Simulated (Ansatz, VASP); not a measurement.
# Two plane-wave programs on TaAl3N4

```
Ta Al N
1.0
     2.95911    0.00000    0.00000
     0.00000    2.95911    0.00000
     0.00000    0.00000    8.50115
Ta Al N
1 3 4
Cartesian
  1.4796 1.4796 0.0000
  0.0000 0.0000 2.2384
  1.4796 1.4796 4.2506
  0.0000 0.0000 6.2628
  0.0000 0.0000 0.0000
  1.4796 1.4796 2.2596
  0.0000 0.0000 4.2506
  1.4796 1.4796 6.2415
```

Alike in both runs: task relaxation of cell and atoms; functional PBE; k mesh 12 × 12 × 6; occupations gaussian, width 0.1 eV; no spin polarisation.

```csv
,VASP,Ansatz
version,VASP 6.6.1,Ansatz 0.2.0
potentials or method,"VASP PAW PBE potentials, release 64 (Ta_pv, Al, N), cutoff 600 eV","scalar-relativistic, plane waves, PAW"
valence electrons in the cell,40,42
```

|  | VASP | Ansatz | Ansatz less VASP |
| --- | --- | --- | --- |
| gap on the k mesh at the Fermi level, each at its own relaxed structure (eV) | none | none | - |
| relaxed volume (Å³/atom) | 9.30 | 9.30 | -0.003 |
| relaxed cell length with the largest relative difference (Å) | 8.486 | 8.489 | +0.0034 |

A gap of «none» marks a metal or a gap that the smearing closes. VASP's potentials hold 40 valence electrons a cell and Ansatz's 42, so a difference there can come from the potentials and not from the codes.

Spin-orbit coupling is off throughout.
